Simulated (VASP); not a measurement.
# MgO (P6_3mc) in VASP: notebook, part 2 of 2

VASP 6.6.1.

### 3 Single point, PBEsol

This run uses another cell than the first one, of 13.66 Å³/atom, 0.996 times its volume.

INCAR

```
PREC = Accurate
ENCUT = 520
EDIFF = 1E-7
ISMEAR = 0
SIGMA = 0.05
LREAL = False
LASPH = True
NELM = 80
ALGO = Normal
ISIF = 2
LWAVE = False
LCHARG = False
GGA = PS
NBANDS = 16
```

KPOINTS

```
regular mesh
0
Gamma
  9 9 6
```

POSCAR

```
MgO
1.0
    3.4769000000      0.0000000000      0.0000000000
   -1.7384500000      3.0110837264      0.0000000000
    0.0000000000      0.0000000000      5.2202000000
Mg O
2 2
Direct
    0.3333333333      0.6666666667      0.0036583380
    0.6666666667      0.3333333333      0.5036583380
    0.3333333333      0.6666666667      0.4009416620
    0.6666666667      0.3333333333      0.9009416620
```

Potentials or basis: VASP PAW PBE potentials, release 64 (Mg, O).

Command:

```sh
$ cat potpaw_PBE.64/Mg/POTCAR potpaw_PBE.64/O/POTCAR > POTCAR
$ mpirun -np 1 vasp_std > vasp.out
```

OUTCAR:

```text
PREC = Accurate
   ENCUT = 520
   EDIFF = 1E-7
   ISMEAR = 0
   LREAL = False
   LASPH = True
   NELM = 80
   ISIF = 2
   GGA = PS

 ion  position               nearest neighbor table
   1  0.333  0.667  0.004-   3 2.07   4 2.08   4 2.08   4 2.08   2 3.29   2 3.29   2 3.29   2 3.29
                             2 3.29   2 3.29
   2  0.667  0.333  0.504-   4 2.07   3 2.08   3 2.08   3 2.08   1 3.29   1 3.29   1 3.29   1 3.29
                             1 3.29   1 3.29
   3  0.333  0.667  0.401-   1 2.07   2 2.08   2 2.08   2 2.08
   4  0.667  0.333  0.901-   2 2.07   1 2.08   1 2.08   1 2.08

  LATTYP: Found a hexagonal cell.
 ALAT       =     3.4769000000
 C/A-ratio  =     1.5013949208

  Lattice vectors:

 A1 = (   3.4769000000,   0.0000000000,   0.0000000000)
 A2 = (  -1.7384500000,   3.0110837264,   0.0000000000)
 A3 = (   0.0000000000,   0.0000000000,   5.2202000000)

Analysis of symmetry for initial positions (statically):
=====================================================================
 Subroutine PRICEL returns:
 Original cell was already a primitive cell.

 Routine SETGRP: Setting up the symmetry group for a
 hexagonal supercell.

 Subroutine GETGRP returns: Found 12 space group operations
 (whereof  6 operations were pure point group operations)
 out of a pool of 24 trial point group operations.

The static configuration has the point symmetry C_3v.
 The point group associated with its full space group is C_6v.

Analysis of symmetry for dynamics (positions and initial velocities):
=====================================================================
 Subroutine PRICEL returns:
 Original cell was already a primitive cell.

 Routine SETGRP: Setting up the symmetry group for a
 hexagonal supercell.

 Subroutine GETGRP returns: Found 12 space group operations
 (whereof  6 operations were pure point group operations)
[... 121 lines left out ...]
   EFERMI =   0.00;   METHOD = LEGACY
   ISMEAR =     0;   SIGMA  =   0.05  broadening in eV -4-tet -1-fermi 0-gaus
   EFERMI_NEDOS =   21; number of points for ismear=-14 and -15
   IALGO  =     38    algorithm
   IMIX   =      4    mixing-type and parameters
     AMIX     =   0.40;   BMIX     =  1.00
     AMIX_MAG =   1.60;   BMIX_MAG =  1.00
  volume/ion in A,a.u.               =      13.66        92.20
  Fermi-wavevector in a.u.,A,eV,Ry     =   1.087045  2.054217 16.077547  1.181666
  Thomas-Fermi vector in A             =   2.223195
   LORBIT       =      0    0 simple, 1 ext, 2 COOP (PROOUT), +10 PAW based schemes
   GGA     = PS    functional components
   LHFCALC =     F    Hartree Fock is set to
   AEXX    =    0.0000 exact exchange contribution
   IVDW    =     0    specifies the selected vdW correction
   LEPSILON=     F    determine dielectric tensor
   LRPA    =     F    only Hartree local field effects (RPA)
 non-spin polarized calculation
 Gauss-broadening in eV      SIGMA  =   0.05
  energy-cutoff  :      520.00
  volume of cell :       54.65
 maximum number of plane-waves:      1519
 NGX is ok and might be reduce to    28
   NGX = 13   NGY = 13   NGZ = 19

 number of electron      15.9999999 magnetization

 Free energy of the ion-electron system (eV)
  ---------------------------------------------------
  ext. energy  EPLUGINS =         0.00000000
  ---------------------------------------------------
  free energy    TOTEN  =       -24.20814269 eV

  energy without entropy =      -24.20814269  energy(sigma->0) =      -24.20814269

 E-fermi :   0.5729     XC(G=0):  -9.3548

 val. band max:        0.2751774056   @ k =   0.0000   0.0000   0.0000
 cond. band min:       2.9020514400   @ k =   0.0000   0.0000   0.0000
 fundamental gap:      2.6268740344
 Fermi energy:         0.5729178295

 k-point     1 :       0.0000    0.0000    0.0000
  band No.  band energies     occupation
      1     -15.4624      2.00000
      2     -14.8510      2.00000
      3      -2.6116      2.00000
      4      -0.4109      2.00000
      5      -0.4109      2.00000
      6      -0.0892      2.00000
[... 433 lines left out ...]
      3      -2.0766      2.00000
      4      -1.7221      2.00000
      5      -1.7221      2.00000
      6      -0.9447      2.00000
[... 8 lines left out ...]
     15      12.6594      0.00000
     16      15.5017      0.00000

 [... further k-points ...]
[... 5 lines left out ...]
  --------------------------------------------------------------------------------------
  -------------------------------------------------------------------------------------
  Total       -4.9027975     -4.9027975     -3.8187478      0.0000000      0.0000000      0.0000000
  in kB     -143.7316348   -143.7316348   -111.9513630      0.0000000      0.0000000      0.0000000
  external PRESSURE =    -133.1382109 kB  Pullay stress =       0.0000000 kB

 VOLUME and BASIS-vectors are now :
 -----------------------------------------------------------------------------
  energy-cutoff  :      520.00
  volume of cell :       54.65
      direct lattice vectors                 reciprocal lattice vectors
     3.476900000  0.000000000  0.000000000     0.287612528  0.166053171  0.000000000
    -1.738450000  3.011083726  0.000000000     0.000000000  0.332106341  0.000000000
     0.000000000  0.000000000  5.220200000     0.000000000  0.000000000  0.191563542

 POSITION                                       TOTAL-FORCE (eV/Angst)
 -----------------------------------------------------------------------------------
     -0.00000      2.00739      0.01910        -0.000000      0.000000      0.045086
      1.73845      1.00369      2.62920        -0.000000      0.000000      0.045086
     -0.00000      2.00739      2.09300         0.000000     -0.000000     -0.045086
      1.73845      1.00369      4.70310        -0.000000      0.000000     -0.045086
 -----------------------------------------------------------------------------------
    total drift:                               -0.000000     -0.000000     -0.000835

  FREE ENERGIE OF THE ION-ELECTRON SYSTEM (eV)
  ---------------------------------------------------
  free  energy   TOTEN  =       -24.2081426880 eV

  energy  without entropy=      -24.2081426880  energy(sigma->0) =      -24.20814269
```

OSZICAR:

```text
N       E                     dE             d eps       ncg     rms          rms(c)
DAV:   1     0.613002335264E+02    0.61300E+02   -0.72171E+03  1536   0.864E+02
DAV:   2    -0.233157328635E+02   -0.84616E+02   -0.77272E+02  2088   0.189E+02
DAV:   3    -0.279805358505E+02   -0.46648E+01   -0.46510E+01  1784   0.467E+01
DAV:   4    -0.280015798175E+02   -0.21044E-01   -0.21043E-01  1896   0.370E+00
DAV:   5    -0.280016913395E+02   -0.11152E-03   -0.11152E-03  1816   0.261E-01    0.107E+01
DAV:   6    -0.243617558768E+02    0.36399E+01   -0.11552E+01  1536   0.244E+01    0.434E+00
DAV:   7    -0.242436111505E+02    0.11814E+00   -0.27763E-01  1536   0.409E+00    0.219E+00
DAV:   8    -0.242104273199E+02    0.33184E-01   -0.12757E-01  1600   0.367E+00    0.540E-01
DAV:   9    -0.242075863683E+02    0.28410E-02   -0.41768E-03  1920   0.575E-01    0.165E-01
DAV:  10    -0.242081356638E+02   -0.54930E-03   -0.67073E-04  1592   0.179E-01    0.164E-02
DAV:  11    -0.242081436737E+02   -0.80099E-05   -0.25276E-05  1912   0.333E-02    0.193E-02
DAV:  12    -0.242081427361E+02    0.93758E-06   -0.69422E-06  1584   0.228E-02    0.276E-03
DAV:  13    -0.242081426880E+02    0.48144E-07   -0.25527E-07  1712   0.396E-03
   1 F= -.24208143E+02 E0= -.24208143E+02  d E =-.231157E-19
```

stdout:

```text
POSCAR found type information on POSCAR MgO
 POSCAR found :  2 types and       4 ions
 scaLAPACK will be used
 -----------------------------------------------------------------------------
|                                                                             |
|                                                                             |
|     You enforced a specific xc type in the INCAR file but a different       |
|     I HOPE YOU KNOW WHAT YOU ARE DOING!                                     |
|                                                                             |
 -----------------------------------------------------------------------------

 LDA part: xc-table for (Slater+PW92), standard interpolation
 POSCAR, INCAR and KPOINTS ok, starting setup
 FFT: planning ... GRIDC
 FFT: planning ... GRID_SOFT
 FFT: planning ... GRID
 WAVECAR not read
 entering main loop
```

It took 21 s on 1 thread of AMD EPYC 9R45 (Zen 5), shared host; peak memory 0.17 GiB.

Results:

```
Free energy            : -24.2081 eV
Pressure               : -13.3 GPa
Largest force          : 0.045 eV/Å
Band gap on the k mesh : 2.63 eV, direct
```

Forces in eV/Å, atoms in the order of the input:
```
Mg   0.000  0.000  0.045
Mg   0.000  0.000  0.045
O    0.000  0.000 -0.045
O    0.000  0.000 -0.045
```

Caveat: the PAW data sets were made with another functional, which shifts forces and pressure a little.
